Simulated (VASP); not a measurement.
# AlN (Pm) in VASP: a series of runs, part 2 of 2

VASP 6.6.1. Earlier steps stand in the parts before.

## 4. Single point, PBE (atom 1 (Al) moved by +0.000 Å along [1 0 0] and -0.126 Å along [1 2 0])

The input, INCAR:

```
PREC = Accurate ; ENCUT = 520
EDIFF = 1E-6 ; ISMEAR = 0
SIGMA = 0.05 ; LREAL = False
LASPH = True ; NELM = 60
ALGO = Normal ; ISIF = 2
LWAVE = False ; LCHARG = False
GGA = PE ; NBANDS = 26
```

The input, KPOINTS:

```
regular mesh
0
Gamma
  8 6 4
```

The input, POSCAR:

```
AlN
1.0
   -1.6567491617      2.8695737234      0.0000000000
    0.0000000000      0.0000000000      4.1874629526
    4.9702474850      2.8695737234      0.0000000000
Al N
4 4
Direct
    0.4670682794      0.7500000000      0.1556894265
    0.0000000000      0.7500000000      0.6666666667
    0.0000000000      0.2500000000      0.3333333333
    0.5000000000      0.2500000000      0.8333333333
    0.5000000000      0.2500000000      0.1666666667
    0.0000000000      0.2500000000      0.6666666667
    0.0000000000      0.7500000000      0.3333333333
    0.5000000000      0.7500000000      0.8333333333
```

Potentials or basis: VASP PAW PBE potentials, release 64 (Al, N).

Run with:

```sh
$ cat potpaw_PBE.64/Al/POTCAR potpaw_PBE.64/N/POTCAR > POTCAR
$ mpirun -np 1 vasp_std > vasp.out
```

OUTCAR:

```text
PREC = Accurate
   ENCUT = 520
   EDIFF = 1E-6
   ISMEAR = 0
   LREAL = False
   LASPH = True
   NELM = 60
   ISIF = 2
   GGA = PE

 ion  position               nearest neighbor table
   1  0.467  0.750  0.156-   7 1.85   8 1.85   7 2.04   5 2.10   5 2.10   3 2.80   3 2.80   4 2.80
                             4 2.80   3 2.92   3 2.92   2 3.20   2 3.32   2 3.32
   2  0.000  0.750  0.667-   8 1.91   8 1.91   7 1.91   6 2.09   6 2.09   4 2.84   4 2.84   4 2.84
                             4 2.84   3 2.84   3 2.84   1 3.20   1 3.32   1 3.32
   3  0.000  0.250  0.333-   5 1.91   5 1.91   6 1.91   7 2.09   7 2.09   1 2.80   1 2.80   2 2.84
                             2 2.84   1 2.92   1 2.92   4 3.31   4 3.31   4 3.31   4 3.31
   4  0.500  0.250  0.833-   6 1.91   6 1.91   5 1.91   8 2.09   8 2.09   1 2.80   1 2.80   2 2.84
                             2 2.84   2 2.84   2 2.84   3 3.31   3 3.31   3 3.31   3 3.31
   5  0.500  0.250  0.167-   3 1.91   3 1.91   4 1.91   1 2.10   1 2.10
   6  0.000  0.250  0.667-   4 1.91   4 1.91   3 1.91   2 2.09   2 2.09
   7  0.000  0.750  0.333-   1 1.85   2 1.91   1 2.04   3 2.09   3 2.09
   8  0.500  0.750  0.833-   1 1.85   2 1.91   2 1.91   4 2.09   4 2.09

[... 208 lines left out ...]
  band No.  band energies     occupation
      1      -8.8517      2.00000
      2      -6.9761      2.00000
      3      -5.8820      2.00000
      4      -5.2009      2.00000
      5       1.0740      2.00000
      6       1.4747      2.00000
[... 685 lines left out ...]
     25      18.0051      0.00000
     26      18.0674      0.00000

 [... further k-points ...]

------------------------ aborting loop because EDIFF is reached ----------------------------------------

  FORCE on cell =-STRESS in cart. coord.  units (eV):
  Direction    XX          YY          ZZ          XY          YZ          ZX
  --------------------------------------------------------------------------------------
  -------------------------------------------------------------------------------------
  Total        1.4998872     -0.8986051     -0.0404055      0.0070251      0.0000000      0.0000000
  in kB       30.1775567    -18.0798296     -0.8129530      0.1413447      0.0000000      0.0000000
  external PRESSURE =       3.7615913 kB  Pullay stress =       0.0000000 kB

 VOLUME and BASIS-vectors are now :
 -----------------------------------------------------------------------------
  energy-cutoff  :      520.00
  volume of cell :       79.63
      direct lattice vectors                 reciprocal lattice vectors
    -1.656749162  2.869573723  0.000000000    -0.150897919  0.261362862  0.000000000
     0.000000000  0.000000000  4.187462953     0.000000000  0.000000000  0.238808083
     4.970247485  2.869573723  0.000000000     0.150897919  0.087120954  0.000000000

 POSITION                                       TOTAL-FORCE (eV/Angst)
 -----------------------------------------------------------------------------------
      0.00000      1.78705      3.14060         0.277361      1.943436      0.000000
      3.31350      1.91305      3.14060        -0.280947     -0.208216      0.000000
      1.65675      0.95652      1.04687         0.085629     -0.202996      0.000000
      3.31350      3.82610      1.04687        -0.085076      0.038614      0.000000
      0.00000      1.91305      1.04687        -0.124874     -0.345098      0.000000
      3.31350      1.91305      1.04687         0.122903      0.050300      0.000000
      1.65675      0.95652      3.14060         0.404559     -0.897322      0.000000
      3.31350      3.82610      3.14060        -0.399555     -0.378718      0.000000
 -----------------------------------------------------------------------------------
    total drift:                                0.000078     -0.000190      0.000000

  FREE ENERGIE OF THE ION-ELECTRON SYSTEM (eV)
  ---------------------------------------------------
  free  energy   TOTEN  =       -58.5090513420 eV

  energy  without entropy=      -58.5090513420  energy(sigma->0) =      -58.50905134
```

OSZICAR:

```text
N       E                     dE             d eps       ncg     rms          rms(c)
DAV:   1     0.110022955325E+03    0.11002E+03   -0.14862E+04  3744   0.111E+03
DAV:   2    -0.580946135512E+02   -0.16812E+03   -0.15706E+03  5120   0.229E+02
DAV:   3    -0.674383091311E+02   -0.93437E+01   -0.92878E+01  5020   0.548E+01
DAV:   4    -0.675251556225E+02   -0.86846E-01   -0.86791E-01  4484   0.599E+00
DAV:   5    -0.675264936132E+02   -0.13380E-02   -0.13377E-02  4902   0.743E-01    0.166E+01
DAV:   6    -0.585441291457E+02    0.89824E+01   -0.28257E+01  4790   0.279E+01    0.563E+00
DAV:   7    -0.585480818761E+02   -0.39527E-02   -0.15928E+00  4492   0.634E+00    0.401E+00
DAV:   8    -0.585209911808E+02    0.27091E-01   -0.19189E-01  4450   0.287E+00    0.760E-01
DAV:   9    -0.585080311786E+02    0.12960E-01   -0.48323E-02  4954   0.115E+00    0.355E-01
DAV:  10    -0.585091320938E+02   -0.11009E-02   -0.50575E-03  4398   0.375E-01    0.182E-01
DAV:  11    -0.585090469369E+02    0.85157E-04   -0.37942E-04  4484   0.123E-01    0.515E-02
DAV:  12    -0.585090497848E+02   -0.28480E-05   -0.19638E-05  4722   0.278E-02    0.246E-02
DAV:  13    -0.585090509593E+02   -0.11744E-05   -0.91683E-06  4122   0.178E-02    0.467E-03
DAV:  14    -0.585090513420E+02   -0.38269E-06   -0.77555E-07  3026   0.614E-03
   1 F= -.58509051E+02 E0= -.58509051E+02  d E =-.292471E-15
```

Wall time 55 s (1 thread of Intel Xeon 6975P-C (Granite Rapids), shared host); peak memory 0.25 GiB.

What came out:

```
Free energy            : -58.5091 eV
Pressure               : 0.4 GPa
Largest force          : 1.963 eV/Å
Band gap on the k mesh : 3.23 eV
```

Forces in eV/Å, atoms in the order of the input:
```
Al   0.277  1.943  0.000
Al  -0.281 -0.208  0.000
Al   0.086 -0.203  0.000
Al  -0.085  0.039  0.000
N   -0.125 -0.345  0.000
N    0.123  0.050  0.000
N    0.405 -0.897  0.000
N   -0.400 -0.379  0.000
```

Stress tensor (GPa, compression positive):
```
 3.02  0.01  0.00
 0.01 -1.81  0.00
 0.00  0.00 -0.08
```

Levels at points of the mesh, in eV from the valence-band top:
| k point | band 12 | band 13 | band 14 | band 15 | band 16 | band 17 | band 18 | band 19 | band 20 | band 21 |
| --- | --- | --- | --- | --- | --- | --- | --- | --- | --- | --- |
| (0.00, 0.00, 0.00) | -2.92 | -1.69 | -1.62 | -1.30 | 0.00 | 3.23 | 3.86 | 4.39 | 7.06 | 7.18 |
| (0.50, 0.00, 0.00) | -3.74 | -2.70 | -2.56 | -2.23 | -2.19 | 5.57 | 5.77 | 5.79 | 6.01 | 7.93 |
| (0.00, 0.50, 0.00) | -2.48 | -2.47 | -2.26 | -1.73 | -1.71 | 4.98 | 5.04 | 5.65 | 5.68 | 8.31 |
| (0.50, 0.50, 0.00) | -4.46 | -1.14 | -1.10 | -0.98 | -0.95 | 5.94 | 6.00 | 6.21 | 6.23 | 8.76 |
| (0.00, 0.00, 0.50) | -3.20 | -1.55 | -1.24 | -1.20 | -1.03 | 4.61 | 4.82 | 6.01 | 6.03 | 7.70 |
| (0.50, 0.00, 0.50) | -4.17 | -2.92 | -2.78 | -1.53 | -1.41 | 3.78 | 3.96 | 7.05 | 7.06 | 7.07 |
| (0.00, 0.50, 0.50) | -2.56 | -1.96 | -1.95 | -1.79 | -1.79 | 5.12 | 5.31 | 5.37 | 5.56 | 8.99 |
| (0.50, 0.50, 0.50) | -3.16 | -1.84 | -1.82 | -1.64 | -1.63 | 4.94 | 4.99 | 5.15 | 5.21 | 9.18 |

Caveat: the cell differs from its parent crystal (atom 1 (Al) moved by +0.000 Å along [1 0 0] and -0.126 Å along [1 2 0]); forces of over 1 eV/Å act on the atoms, so gaps and moduli don't describe the material at rest.

## 5. Single point, PBE (atom 1 (Al) moved by -0.378 Å along [1 0 0] and -0.504 Å along [1 2 0])

The input, INCAR:

```
ALGO = Normal
EDIFF = 1E-7
ENCUT = 520
GGA = PE
ISIF = 2
ISMEAR = 0
LASPH = True
LCHARG = True
LELF = True
LREAL = False
LVHAR = True
LWAVE = False
NBANDS = 26
NELM = 100
PREC = Accurate
SIGMA = 0.05
```

The input, KPOINTS:

```
k-points
0
Gamma
  8 6 4
```

Edit POSCAR of step 4 so:

```diff
@@ -8,3 +8,3 @@
 Direct
-    0.4670682794      0.7500000000      0.1556894265
+    0.4253125309      0.7500000000      0.0657182927
     0.0000000000      0.7500000000      0.6666666667
```

Run with:

```sh
$ cat potpaw_PBE.64/Al/POTCAR potpaw_PBE.64/N/POTCAR > POTCAR
$ mpirun -np 1 vasp_std > vasp.out
```

It took 65 s on 1 thread of Intel Xeon 6975P-C (Granite Rapids), shared host; peak memory 0.25 GiB.

The run converged. Its results:

```yaml
Free_energy: -51.6151 eV
Pressure: 24.4 GPa
Largest_force: 35.208 eV/Å
Band_gap_on_the_k_mesh: 1.40 eV, indirect (least direct gap 1.46 eV)
```

Forces on the atoms (eV/Å):
```
Al   32.341  13.916   0.000
Al   -2.860  -1.947   0.000
Al   -0.557  -0.547   0.000
Al   -0.646   0.104   0.000
N    -1.961  -1.836   0.000
N     1.157   0.639   0.000
N    -1.132  -0.436   0.000
N   -26.342  -9.894   0.000
```

Stress tensor (GPa, compression positive):
```
63.70 23.17  0.00
23.17  7.62  0.00
 0.00  0.00  1.78
```

Levels at points of the mesh, in eV from the valence-band top:
| k point | band 12 | band 13 | band 14 | band 15 | band 16 | band 17 | band 18 | band 19 | band 20 | band 21 |
| --- | --- | --- | --- | --- | --- | --- | --- | --- | --- | --- |
| (0.00, 0.00, 0.00) | -3.40 | -3.06 | -2.25 | -0.41 | -0.06 | 1.40 | 2.97 | 4.15 | 6.24 | 6.38 |
| (0.50, 0.00, 0.00) | -4.15 | -2.96 | -2.46 | -2.35 | -2.14 | 4.14 | 4.16 | 5.19 | 5.50 | 6.56 |
| (0.00, 0.50, 0.00) | -3.09 | -2.81 | -1.93 | -1.67 | -0.61 | 2.57 | 4.13 | 4.87 | 5.67 | 7.23 |
| (0.50, 0.50, 0.00) | -4.89 | -2.71 | -2.01 | -0.76 | -0.62 | 4.43 | 4.65 | 5.65 | 6.19 | 7.11 |
| (0.00, 0.00, 0.50) | -3.44 | -2.98 | -2.71 | -0.87 | 0.00 | 2.42 | 4.35 | 5.13 | 5.42 | 6.96 |
| (0.50, 0.00, 0.50) | -3.69 | -3.09 | -2.61 | -1.94 | -1.59 | 2.56 | 3.59 | 5.23 | 5.66 | 6.27 |
| (0.00, 0.50, 0.50) | -2.97 | -2.93 | -1.68 | -1.60 | -0.68 | 2.32 | 4.24 | 4.65 | 6.17 | 7.38 |
| (0.50, 0.50, 0.50) | -3.85 | -3.34 | -2.56 | -1.46 | -0.98 | 3.56 | 3.74 | 4.74 | 5.06 | 7.54 |

Caveat: the cell differs from its parent crystal (atom 1 (Al) moved by -0.378 Å along [1 0 0] and -0.504 Å along [1 2 0]); forces of over 1 eV/Å act on the atoms, so gaps and moduli don't describe the material at rest. A k mesh can miss the band edges.
